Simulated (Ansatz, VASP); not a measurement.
**GeW: VASP beside Ansatz**

```xyz
2
Lattice="3.1374 0.0000 0.0000 0.0000 3.1374 0.0000 0.0000 0.0000 3.1374" Properties=species:S:1:pos:R:3 pbc="T T T"
Ge    0.0000    0.0000    0.0000
W     1.5687    1.5687    1.5687
```

Alike in both runs: functional PBE; k mesh 6 × 6 × 6; occupations gaussian, width 0.1 eV; no spin polarisation.

Ansatz relaxed the structure, and its values are those at the end. VASP's run is a single point on that final structure, the one shown.

|  | VASP | Ansatz |
| --- | --- | --- |
| version | VASP 6.6.1 | Ansatz 0.2.0 |
| potentials or method | VASP PAW PBE potentials, release 64 (Ge_d, W_sv), cutoff 520 eV | scalar-relativistic, plane waves, PAW |
| valence electrons in the cell | 28 | 28 |

|  | VASP | Ansatz | Ansatz less VASP |
| --- | --- | --- | --- |
| gap on the k mesh at the Fermi level (eV) | none | none | - |
| pressure (GPa) | 0.2 | -0.1 | -0.27 |

A gap of «none» marks a metal or a gap that the smearing closes.

Spin-orbit coupling is off throughout.
